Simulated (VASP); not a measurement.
# CsPbBr3 (Pm-3m) in VASP: a series of runs

The runs below take CsPbBr3 through single point, relaxation of cell and atoms, with PBEsol.

Program: VASP 6.6.1. These are calculated values, not measurements. Logs are shortened: lines on timing, memory, paths and dates and some standing lists are left out, and cuts for length are marked.

### Step 1. The cell of the first run

Symmetry: Pm-3m, No. 221, cubic system. Conventional cell: a = 5.742 Å, b = 5.742 Å, c = 5.742 Å, α = 90.00°, β = 90.00°, γ = 90.00°. Within 5.3 Å of Cs (site symmetry m-3m) lie 12 Br at 4.06 Å and 8 Pb at 4.97 Å. Pb (site symmetry m-3m) has 6 Br at 2.87 Å within 3.8 Å. Br (site symmetry 4/mmm) has 2 Pb at 2.87 Å within 3.8 Å.

### Step 2. Single point, PBEsol

INCAR

```
SYSTEM = CsPbBr3
PREC     = Accurate       ! precision mode
ENCUT    = 520            ! plane-wave cutoff, eV
EDIFF    = 1E-6           ! SCF threshold, eV
ISMEAR   = 0              ! smearing method
SIGMA    = 0.02           ! smearing width, eV
LREAL    = .False.        ! projectors in reciprocal space
LASPH    = .True.         ! aspherical terms in the spheres
NELM     = 80             ! most SCF steps
ALGO     = Normal         ! electronic algorithm
ISIF     = 2              ! what is computed and relaxed
LWAVE    = .False.        ! write WAVECAR
LCHARG   = .True.         ! write CHGCAR
GGA      = PS             ! functional
LELF     = .True.         ! ELF
LVHAR    = .True.       
NBANDS   = 30             ! bands
```

KPOINTS

```
Automatic mesh
0
Gamma
  6 6 6
  0 0 0
```

POSCAR

```
CsPbBr3
1.0
    5.7418862927      0.0000000000      0.0000000000
    0.0000000000      5.7418862927      0.0000000000
    0.0000000000      0.0000000000      5.7418862927
Cs Pb Br
1 1 3
Direct
    0.0000000000      0.0000000000      0.0000000000
    0.5000000000      0.5000000000      0.5000000000
    0.0000000000      0.5000000000      0.5000000000
    0.5000000000      0.0000000000      0.5000000000
    0.5000000000      0.5000000000      0.0000000000
```

Potentials or basis: VASP PAW PBE potentials, release 64 (Cs_sv, Pb_d, Br).

Run with:

```bash
$ cat potpaw_PBE.64/Cs_sv/POTCAR potpaw_PBE.64/Pb_d/POTCAR potpaw_PBE.64/Br/POTCAR > POTCAR
$ mpirun -np 1 vasp_std > vasp.out
```

OUTCAR:

```text
SYSTEM = CsPbBr3
   PREC = Accurate
   ENCUT = 520
   EDIFF = 1E-6
   ISMEAR = 0
   LREAL = .False.
   LASPH = .True.
   NELM = 80
   ISIF = 2
   GGA = PS

 ion  position               nearest neighbor table
   1  0.000  0.000  0.000-
   2  0.500  0.500  0.500-   3 2.87   4 2.87   5 2.87   5 2.87   4 2.87   3 2.87
   3  0.000  0.500  0.500-   2 2.87   2 2.87
   4  0.500  0.000  0.500-   2 2.87   2 2.87
   5  0.500  0.500  0.000-   2 2.87   2 2.87

  LATTYP: Found a simple cubic cell.
 ALAT       =     5.7418862927

  Lattice vectors:

 A1 = (   5.7418862927,   0.0000000000,   0.0000000000)
 A2 = (   0.0000000000,   5.7418862927,   0.0000000000)
 A3 = (   0.0000000000,   0.0000000000,   5.7418862927)

Analysis of symmetry for initial positions (statically):
=====================================================================
 Subroutine PRICEL returns:
 Original cell was already a primitive cell.

 Routine SETGRP: Setting up the symmetry group for a
 simple cubic supercell.

 Subroutine GETGRP returns: Found 48 space group operations
 (whereof 48 operations were pure point group operations)
 out of a pool of 48 trial point group operations.

The static configuration has the point symmetry O_h .

Analysis of symmetry for dynamics (positions and initial velocities):
=====================================================================
 Subroutine PRICEL returns:
 Original cell was already a primitive cell.

 Routine SETGRP: Setting up the symmetry group for a
 simple cubic supercell.

 Subroutine GETGRP returns: Found 48 space group operations
 (whereof 48 operations were pure point group operations)
 out of a pool of 48 trial point group operations.

The dynamic configuration has the point symmetry O_h .

 Subroutine INISYM returns: Found 48 space group operations
 (whereof 48 operations are pure point group operations),
 and found     1 'primitive' translations

----------------------------------------------------------------------------------------

                                     Primitive cell

  volume of cell :     189.3057

  direct lattice vectors                    reciprocal lattice vectors
     5.741886293  0.000000000  0.000000000     0.174158795  0.000000000  0.000000000
     0.000000000  5.741886293  0.000000000     0.000000000  0.174158795  0.000000000
     0.000000000  0.000000000  5.741886293     0.000000000  0.000000000  0.174158795

  length of vectors
     5.741886293  5.741886293  5.741886293     0.174158795  0.174158795  0.174158795

  position of ions in fractional coordinates (direct lattice)
     0.000000000  0.000000000  0.000000000
     0.500000000  0.500000000  0.500000000
     0.000000000  0.500000000  0.500000000
     0.500000000  0.000000000  0.500000000
     0.500000000  0.500000000  0.000000000

  ion indices of the primitive-cell ions
   primitive index   ion index
                 1           1
                 2           2
                 3           3
                 4           4
                 5           5

----------------------------------------------------------------------------------------

 KPOINTS: Automatic mesh

Automatic generation of k-mesh.
 Grid dimensions read from file:
 generate k-points for:    6    6    6

 Generating k-lattice:

  Cartesian coordinates                     Fractional coordinates (reciprocal lattice)
     0.029026466  0.000000000  0.000000000     0.166666667  0.000000000  0.000000000
     0.000000000  0.029026466  0.000000000     0.000000000  0.166666667  0.000000000
     0.000000000  0.000000000  0.029026466     0.000000000  0.000000000  0.166666667

  Length of vectors
     0.029026466  0.029026466  0.029026466

  Shift w.r.t. Gamma in fractional coordinates (k-lattice)
     0.000000000  0.000000000  0.000000000

 Subroutine IBZKPT returns following result:
 ===========================================

 Found     20 irreducible k-points:

 Following reciprocal coordinates:
            Coordinates               Weight
  0.000000  0.000000  0.000000      1.000000
  0.166667  0.000000  0.000000      6.000000
  0.333333  0.000000  0.000000      6.000000
  0.500000  0.000000  0.000000      3.000000
  0.166667  0.166667  0.000000     12.000000
  0.333333  0.166667  0.000000     24.000000
[... 12 lines left out ...]
  0.500000  0.500000  0.333333      6.000000
  0.500000  0.500000  0.500000      1.000000
   k-points           NKPTS =     20   k-points in BZ     NKDIM =     20   number of bands    NBANDS=     30
   number of dos      NEDOS =    301   number of ions     NIONS =      5
   total plane-waves  NPLWV = 110592
   dimension x,y,z NGX =    48 NGY =   48 NGZ =   48
   dimension x,y,z NGXF=    96 NGYF=   96 NGZF=   96
   ions per type =               1   1   3
   NGX,Y,Z   is equivalent  to a cutoff of  13.90, 13.90, 13.90 a.u.
   NGXF,Y,Z  is equivalent  to a cutoff of  27.80, 27.80, 27.80 a.u.
 SYSTEM =  CsPbBr3
   PREC   = accura    normal or accurate (medium, high low for compatibility)
   ISTART =      0    job   : 0-new  1-cont  2-samecut
   ICHARG =      2    charge: 1-file 2-atom 10-const
   ISPIN  =      1    spin polarized calculation?
   LNONCOLLINEAR =      F non collinear calculations
   LSORBIT =      F    spin-orbit coupling
   LASPH  =      T    aspherical Exc in radial PAW
   ENCUT  =  520.0 eV  38.22 Ry    6.18 a.u.  10.68 10.68 10.68*2*pi/ulx,y,z
   NELM   =     80;   NELMIN=  2; NELMDL= -5     # of ELM steps
   EDIFF  = 0.1E-05   stopping-criterion for ELM
   LREAL  =      F    real-space projection
   EDIFFG = 0.1E-04   stopping-criterion for IOM
   NSW    =      0    number of steps for IOM
   IBRION =     -1    ionic relax: 0-MD 1-quasi-New 2-CG
   NFREE  =      0    steps in history (QN), initial steepest desc. (CG)
   ISIF   =      2    stress and relaxation
   ISYM   =      2    0-nonsym 1-usesym 2-fastsym
   POTIM  = 0.5000    time-step for ionic-motion
   TEBEG  =    0.0;   TEEND  =   0.0 temperature during run
   PSTRESS=    0.0 pullay stress
   NELECT =      44.0000    total number of electrons
   NUPDOWN=      -1.0000    fix difference up-down
   EMIN   =  10.00;   EMAX   =-10.00  energy-range for DOS
   EFERMI =   0.00;   METHOD = LEGACY
   ISMEAR =     0;   SIGMA  =   0.02  broadening in eV -4-tet -1-fermi 0-gaus
   EFERMI_NEDOS =   21; number of points for ismear=-14 and -15
   IALGO  =     38    algorithm
   IMIX   =      4    mixing-type and parameters
     AMIX     =   0.40;   BMIX     =  1.00
     AMIX_MAG =   1.60;   BMIX_MAG =  1.00
  volume/ion in A,a.u.               =      37.86       255.50
  Fermi-wavevector in a.u.,A,eV,Ry     =   1.006556  1.902114 13.784801  1.013154
  Thomas-Fermi vector in A             =   2.139305
   LORBIT       =      0    0 simple, 1 ext, 2 COOP (PROOUT), +10 PAW based schemes
   GGA     = PS    functional components
   LHFCALC =     F    Hartree Fock is set to
   AEXX    =    0.0000 exact exchange contribution
   IVDW    =     0    specifies the selected vdW correction
   LEPSILON=     F    determine dielectric tensor
   LRPA    =     F    only Hartree local field effects (RPA)
 non-spin polarized calculation
 Gauss-broadening in eV      SIGMA  =   0.02
  energy-cutoff  :      520.00
  volume of cell :      189.31
 maximum number of plane-waves:      5125
 NGX is ok and might be reduce to    48
   NGX = 21   NGY = 21   NGZ = 21

 number of electron      44.0000007 magnetization

 Free energy of the ion-electron system (eV)
  ---------------------------------------------------
  ext. energy  EPLUGINS =         0.00000000
  ---------------------------------------------------
  free energy    TOTEN  =       -16.74008507 eV

  energy without entropy =      -16.74008507  energy(sigma->0) =      -16.74008507

 E-fermi :   2.1498     XC(G=0):  -8.1103

 val. band max:        2.0274043870   @ k =   0.5000   0.5000   0.5000
 cond. band min:       3.1518908869   @ k =   0.5000   0.5000   0.5000
 fundamental gap:      1.1244864998
 Fermi energy:         2.1497681479

 k-point     1 :       0.0000    0.0000    0.0000
  band No.  band energies     occupation
      1     -19.7657      2.00000
      2     -15.1408      2.00000
      3     -15.1408      2.00000
      4     -14.8894      2.00000
      5     -14.8894      2.00000
      6     -14.8894      2.00000
[... 22 lines left out ...]
     29       8.1156      0.00000
     30       8.1156      0.00000

 k-point     2 :       0.1667    0.0000    0.0000
  band No.  band energies     occupation
      1     -19.7653      2.00000
      2     -15.1408      2.00000
      3     -15.1173      2.00000
      4     -14.8898      2.00000
      5     -14.8898      2.00000
      6     -14.8894      2.00000
[... 22 lines left out ...]
     29       7.1482      0.00000
     30       7.9917      0.00000

 k-point     3 :       0.3333    0.0000    0.0000
  band No.  band energies     occupation
      1     -19.7644      2.00000
      2     -15.1407      2.00000
      3     -15.0689      2.00000
      4     -14.8907      2.00000
      5     -14.8907      2.00000
      6     -14.8894      2.00000
[... 22 lines left out ...]
     29       6.9939      0.00000
     30       7.9670      0.00000

 k-point     4 :       0.5000    0.0000    0.0000
  band No.  band energies     occupation
      1     -19.7640      2.00000
      2     -15.1406      2.00000
      3     -15.0441      2.00000
      4     -14.8910      2.00000
      5     -14.8910      2.00000
      6     -14.8894      2.00000
[... 22 lines left out ...]
     29       7.1916      0.00000
     30       7.7626      0.00000

 k-point     5 :       0.1667    0.1667    0.0000
  band No.  band energies     occupation
      1     -19.7648      2.00000
      2     -15.1292      2.00000
      3     -15.1046      2.00000
      4     -14.8902      2.00000
      5     -14.8898      2.00000
      6     -14.8898      2.00000
[... 22 lines left out ...]
     29       6.9149      0.00000
     30       7.4003      0.00000
[... 394 lines left out ...]
     29       7.3928      0.00000
     30       7.8240      0.00000

 k-point    18 :       0.5000    0.3333    0.3333
  band No.  band energies     occupation
      1     -19.7620      2.00000
      2     -15.0236      2.00000
      3     -14.9942      2.00000
      4     -14.8923      2.00000
      5     -14.8922      2.00000
      6     -14.8918      2.00000
[... 22 lines left out ...]
     29       7.0935      0.00000
     30       7.6420      0.00000

 k-point    19 :       0.5000    0.5000    0.3333
  band No.  band energies     occupation
      1     -19.7617      2.00000
      2     -15.0093      2.00000
      3     -14.9781      2.00000
      4     -14.8926      2.00000
      5     -14.8923      2.00000
      6     -14.8923      2.00000
[... 22 lines left out ...]
     29       6.9316      0.00000
     30       7.8211      0.00000

 k-point    20 :       0.5000    0.5000    0.5000
  band No.  band energies     occupation
      1     -19.7613      2.00000
      2     -14.9781      2.00000
      3     -14.9781      2.00000
      4     -14.8926      2.00000
      5     -14.8926      2.00000
      6     -14.8926      2.00000
[... 22 lines left out ...]
     29       6.7719      0.00000
     30       8.0848      0.00000

------------------------ aborting loop because EDIFF is reached ----------------------------------------

  FORCE on cell =-STRESS in cart. coord.  units (eV):
  Direction    XX          YY          ZZ          XY          YZ          ZX
  --------------------------------------------------------------------------------------
  -------------------------------------------------------------------------------------
  Total        2.0157841      2.0157841      2.0157841      0.0000000     -0.0000000      0.0000000
  in kB       17.0604639     17.0604639     17.0604639      0.0000000     -0.0000000      0.0000000
  external PRESSURE =      17.0604639 kB  Pullay stress =       0.0000000 kB

 VOLUME and BASIS-vectors are now :
 -----------------------------------------------------------------------------
  energy-cutoff  :      520.00
  volume of cell :      189.31
      direct lattice vectors                 reciprocal lattice vectors
     5.741886293  0.000000000  0.000000000     0.174158795  0.000000000  0.000000000
     0.000000000  5.741886293  0.000000000     0.000000000  0.174158795  0.000000000
     0.000000000  0.000000000  5.741886293     0.000000000  0.000000000  0.174158795

 POSITION                                       TOTAL-FORCE (eV/Angst)
 -----------------------------------------------------------------------------------
      0.00000      0.00000      0.00000         0.000000      0.000000      0.000000
      2.87094      2.87094      2.87094         0.000000      0.000000      0.000000
      0.00000      2.87094      2.87094         0.000000      0.000000      0.000000
      2.87094      0.00000      2.87094         0.000000      0.000000      0.000000
      2.87094      2.87094      0.00000         0.000000      0.000000      0.000000
 -----------------------------------------------------------------------------------
    total drift:                                0.000000     -0.000000     -0.000000

  FREE ENERGIE OF THE ION-ELECTRON SYSTEM (eV)
  ---------------------------------------------------
  free  energy   TOTEN  =       -16.7400850713 eV

  energy  without entropy=      -16.7400850713  energy(sigma->0) =      -16.74008507
```

Wall time 3.4 min (1 thread of Oxide Virtual Turin-like, shared host); peak memory 0.35 GiB.

What came out:

```
Free energy            : -16.7401 eV
Pressure               : 1.7 GPa
Band gap on the k mesh : 1.12 eV
```

Caveat: the PAW data sets were made with another functional, which shifts forces and pressure a little; spin-orbit coupling is left out, which moves the levels of the heavy elements.

### Step 3. Relaxation of cell and atoms, PBEsol, target pressure 1.7 GPa, at which the enthalpy is minimised

This run uses another cell than the first one, of 35.22 Å³/atom.

INCAR

```
SYSTEM = CsPbBr3
PREC = Accurate ; ENCUT = 600
EDIFF = 1E-6 ; ISMEAR = 0
SIGMA = 0.1 ; LREAL = .False.
LASPH = .True. ; NELM = 80
ALGO = Normal ; ISIF = 3
LWAVE = .False. ; LCHARG = .False.
GGA = PS ; IBRION = 2
NSW = 80 ; EDIFFG = -0.05
PSTRESS = 17.0
```

KPOINTS

```
Automatic mesh
0
Gamma
  4 4 4
  0 0 0
```

Changes to POSCAR since step 2:

```diff
@@ -2,5 +2,5 @@
 1.0
-    5.7418862927      0.0000000000      0.0000000000
-    0.0000000000      5.7418862927      0.0000000000
-    0.0000000000      0.0000000000      5.7418862927
+    5.6050000000      0.0000000000      0.0000000000
+    0.0000000000      5.6050000000      0.0000000000
+    0.0000000000      0.0000000000      5.6050000000
 Cs Pb Br
```

Potentials or basis: VASP PAW PBE potentials, release 64 (Cs_sv, Pb_d, Br).

Run with:

```bash
$ cat potpaw_PBE.64/Cs_sv/POTCAR potpaw_PBE.64/Pb_d/POTCAR potpaw_PBE.64/Br/POTCAR > POTCAR
$ mpirun -np 1 vasp_std > vasp.out
```

It took 4.4 min on 1 thread of Oxide Virtual Turin-like, shared host; peak memory 0.33 GiB.

Results (log left out):

- Free energy: -16.7068 eV
- Relaxed volume: 38.06 Å³/atom
- Relaxed cell: a = 5.752 Å, b = 5.752 Å, c = 5.752 Å, α = 90.00°, β = 90.00°, γ = 90.00°
- Space group after relaxing (to 0.1 Å): Pm-3m (No. 221)
- Energy change on relaxing (the run minimises the enthalpy): -52.8 meV/atom
- Ionic steps: 3
- Pressure after relaxing: 1.7 GPa
- Band gap on the k mesh: 1.14 eV

The path:
```tsv
step	energy change (eV)	largest force (eV/Å)	pressure (GPa)	volume (Å³)
1	0.0000	0.0000	4.43	176.09
2	-0.2794	0.0000	1.47	191.84
3	-0.2642	0.0000	1.71	190.31
```

Final structure:
```
Cs Pb Br
1.0
     5.75205    0.00000    0.00000
     0.00000    5.75205    0.00000
     0.00000    0.00000    5.75205
Cs Pb Br
1 1 3
Direct
  0.00000 0.00000 0.00000
  0.50000 0.50000 0.50000
  0.00000 0.50000 0.50000
  0.50000 0.00000 0.50000
  0.50000 0.50000 0.00000
```

Levels at points of the mesh, in eV from the valence-band top:
```csv
k point,band 18,band 19,band 20,band 21,band 22,band 23,band 24,band 25,band 26
"(0.00, 0.00, 0.00)",-2.63,-2.63,-2.48,-2.48,-2.48,2.54,3.56,3.56,4.33
"(0.50, 0.00, 0.00)",-2.79,-2.79,-2.62,-2.62,-1.67,2.34,4.08,4.65,4.71
"(0.50, 0.50, 0.00)",-2.89,-2.89,-2.67,-2.09,-0.82,1.78,1.78,4.69,4.78
"(0.50, 0.50, 0.50)",-2.66,-2.08,-2.08,-2.08,0.00,1.14,1.14,1.14,4.04
```

Caveat: the cell is relaxed towards a set pressure, so the run minimises the enthalpy, not the energy; the PAW data sets were made with another functional, which shifts forces and pressure a little; spin-orbit coupling is left out, which moves the levels of the heavy elements.

(Continued in part 2 of 2.)
